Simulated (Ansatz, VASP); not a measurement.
# Mn: VASP beside Ansatz

Contents of INCAR:

```
SYSTEM = Mn
ALGO = Normal ; EDIFF = 1E-6
ENCUT = 680 ; GGA_COMPAT = .False.
ISIF = 2 ; ISMEAR = 0
ISPIN = 2 ; LASPH = .True.
LCHARG = .False. ; LMAXMIX = 4
LORBIT = 11 ; LREAL = .False.
LWAVE = .False. ; MAGMOM = 0.76
NBANDS = 18 ; NELM = 200
PREC = Accurate ; SIGMA = 0.1
```

KPOINTS

```
k-points
0
Gamma
  2 2 2
  0 0 0
```

Contents of POSCAR:

```
Mn
1.0
   -1.3932737400      1.3932737400      1.3932737400
    1.3932737400     -1.3932737400      1.3932737400
    1.3932737400      1.3932737400     -1.3932737400
Mn
1
Direct
    0.0000000000      0.0000000000      0.0000000000
```

Input for Ansatz:

```yaml
crystal:
  lattice:
    - [-1.39327374, 1.39327374, 1.39327374]
    - [1.39327374, -1.39327374, 1.39327374]
    - [1.39327374, 1.39327374, -1.39327374]
  atoms:
    - { symbol: Mn, position: [0.0, 0.0, 0.0], spin: 0.76 }
basis: {}
kpoints:
  mp_grid: { grid: [2, 2, 2] }
hamiltonian:
  xc: lda
  pseudopotentials: { kind: paw, source: ansatz }
scf:
  occupations: { method: gaussian, width: 0.1 }
  lower_state_search: "off"
  max_iter: 95
output:
  forces: true
  stress: true
  eigenvalues: true
  populations: true
magnetization:
  spin_polarized: true
```

Alike in both runs: task single point; functional LDA; k mesh 2 × 2 × 2; occupations gaussian, width 0.1 eV; collinear spin.

|  | VASP | Ansatz |
| --- | --- | --- |
| version | VASP 6.6.1 | Ansatz 0.2.0 |
| potentials or method | VASP PAW LDA potentials, release 64 (Mn_sv) | scalar-relativistic, plane waves |
| plane-wave cutoff (eV) | 680 | 720 |
| valence electrons in the cell | 15 | 15 |

```tsv
	VASP	Ansatz	Ansatz less VASP
pressure (GPa)	6.5	7.1	+0.60
net moment per atom (μB)	2.50	2.50	0.000
size of the moment on the site where the two differ most (μB)	1.82	1.96	+0.136
```

LDA's correlation is that of Perdew and Zunger in VASP and of Perdew and Wang (1992) in Ansatz. Site moments also hang on the region over which each program counts them.

The k mesh is coarse, so the values compare programs but aren't converged.
